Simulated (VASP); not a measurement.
A run of VASP 6.6.1 is set up as follows.

INCAR

```
  PREC = Accurate
  ENCUT = 520
  EDIFF = 1E-6
  ISMEAR = 0
  SIGMA = 0.1
  LREAL = F
  LASPH = T
  NELM = 100
  ALGO = Normal
  ISIF = 2
  LWAVE = F
  LCHARG = F
  GGA = PS
  NBANDS = 15
```

KPOINTS

```
regular mesh
0
Gamma
  18 18 12
```

Contents of POSCAR:

```
HfB2
1.0
    3.0985628969      0.0000000000      0.0000000000
   -1.5492814485      2.6834341839      0.0000000000
    0.0000000000      0.0000000000      3.4061628192
Hf B
1 2
Direct
    0.0000000000      0.0000000000      0.0000000000
    0.3333333333      0.6666666667      0.5000000000
    0.6666666667      0.3333333333      0.5000000000
```

Potentials or basis: VASP PAW PBE potentials, release 64 (Hf_pv, B).

Run with:

```sh
$ cat potpaw_PBE.64/Hf_pv/POTCAR potpaw_PBE.64/B/POTCAR > POTCAR
$ mpirun -np 1 vasp_std > vasp.out
```

(1) Estimate the band gap on the k mesh.

(2) What does it give for the pressure?

Results:

(1) zero (bands 8 and 9 overlap by 1.26 eV).

(2) 8.5 GPa.

Caveat: the cell stands under pressure; the PAW data sets were made with another functional, which shifts forces and pressure a little; spin-orbit coupling is left out, which moves the levels of the heavy elements.
